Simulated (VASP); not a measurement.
Wanted: the native input for a VASP 6.6.1 run.

```yaml
Task: single point
Functional: PBE
Potentials_or_basis: VASP PAW PBE potentials, release 64 (Ba_sv, Ti_sv, O)
Cutoff: 520 eV
k_mesh: 7 × 7 × 7
Occupations: fermi-dirac, width 0.05 eV
Spin: no spin polarisation
Dipole_correction: no
Further_INCAR_settings: ALGO = Normal; EDIFF = 1e-07; NBANDS = 28
```

The structure of BaTiO3 lies in POSCAR:

```
BaTiO3
1.0
    4.0118948090      0.0000000000      0.0000000000
    0.0000000000      2.8556879648      2.8639926021
    0.0000000000     -2.8556879648      2.8639926021
Ba Ti O
1 1 3
Direct
    0.0000000000      0.0000000000      0.0000000000
    0.5000000000      0.5124000000      0.5124000000
    0.5000000000      0.9918400000      0.5052400000
    0.5000000000      0.5052400000      0.9918400000
    0.0000000000      0.4874000000      0.4874000000
```

These files were run (other wordings do the same):

INCAR

```
SYSTEM = BaTiO3
PREC = Accurate ; ENCUT = 520
EDIFF = 1E-7 ; ISMEAR = -1
SIGMA = 0.05 ; LREAL = .FALSE.
LASPH = .TRUE. ; NELM = 80
ALGO = Normal ; ISIF = 2
LWAVE = .FALSE. ; LCHARG = .FALSE.
GGA = PE ; NBANDS = 28
```

KPOINTS

```
Automatic mesh
0
G
  7 7 7
  0 0 0
```

Potentials or basis: VASP PAW PBE potentials, release 64 (Ba_sv, Ti_sv, O).

The run is started by

```sh
$ cat potpaw_PBE.64/Ba_sv/POTCAR potpaw_PBE.64/Ti_sv/POTCAR potpaw_PBE.64/O/POTCAR > POTCAR
$ mpirun -np 1 vasp_std > vasp.out
```

Results of the run:

```json
{"Pressure": "0.7 GPa", "Largest force": "0.313 eV/Å", "Band gap on the k mesh": "1.88 eV (least direct gap 2.03 eV)"}
```

Caveat: spin-orbit coupling is left out, which moves the levels of the heavy elements; an odd mesh through Γ misses points on the zone boundary, where band edges can lie.

Wall time 3.4 min on 1 thread of Intel Xeon 8259CL, with other jobs on the host, peak memory 0.25 GiB.
